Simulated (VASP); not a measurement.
Wanted: the native input for a VASP 6.6.1 run.

| Quantity | Value |
| --- | --- |
| Task | single point |
| Functional | r2SCAN |
| Potentials or basis | VASP PAW PBE potentials, release 64 (Cd, Te) |
| Cutoff | 520 eV |
| k mesh | 6 × 6 × 6 |
| Occupations | gaussian, width 0.01 eV |
| Spin | no spin polarisation |
| Dipole correction | no |
| Further INCAR settings | ALGO = Normal; EDIFF = 1e-06; NBANDS = 16 |

Crystal: CdTe.

```
Cd Te
1.0
     0.00000    3.34555    3.34555
     3.34555    0.00000    3.34555
     3.34555    3.34555    0.00000
Cd Te
1 1
Direct
  0.00000 0.00000 0.00000
  0.25000 0.25000 0.25000
```

This cell differs from its parent crystal: strain +2.0%.

One way to write it, as run:

POSCAR

```
CdTe
1.0
    0.0000000000      3.3455542169      3.3455542169
    3.3455542169      0.0000000000      3.3455542169
    3.3455542169      3.3455542169      0.0000000000
Cd Te
1 1
Direct
    0.0000000000      0.0000000000      0.0000000000
    0.2500000000      0.2500000000      0.2500000000
```

INCAR.step1

```
SYSTEM = CdTe
  ALGO = Normal
  EDIFF = 1E-4
  ENCUT = 520
  GGA = PE
  ISMEAR = 0
  LASPH = .True.
  LCHARG = .False.
  LREAL = .False.
  LWAVE = .True.
  NBANDS = 16
  NELM = 60
  PREC = Accurate
  SIGMA = 0.01
```

INCAR.step2

```
SYSTEM = CdTe
  ALGO = Normal
  EDIFF = 1E-6
  ENCUT = 520
  ISIF = 2
  ISMEAR = 0
  ISTART = 1
  LASPH = .True.
  LCHARG = .False.
  LMIXTAU = .True.
  LREAL = .False.
  LWAVE = .False.
  METAGGA = R2SCAN
  NBANDS = 16
  NELM = 60
  PREC = Accurate
  SIGMA = 0.01
```

KPOINTS

```
k-points
0
Gamma
  6 6 6
  0 0 0
```

Potentials or basis: VASP PAW PBE potentials, release 64 (Cd, Te).

Run with:

```console
$ cat potpaw_PBE.64/Cd/POTCAR potpaw_PBE.64/Te/POTCAR > POTCAR
$ cp INCAR.step1 INCAR
$ mpirun -np 1 vasp_std > vasp.out
$ cp INCAR.step2 INCAR
$ mpirun -np 1 vasp_std > vasp.out
```

Results of the run:

```
Pressure               : -2.0 GPa
Band gap on the k mesh : 0.96 eV, direct
```

Caveat: the cell differs from its parent crystal (strain +2.0%); the PAW data sets were made with another functional, which shifts forces and pressure a little; spin-orbit coupling is left out, which moves the levels of the heavy elements.

It took 44 s on 1 thread of Intel(R) Xeon(R) Platinum 8559C (Emerald Rapids) (shared host), peak memory 0.21 GiB.
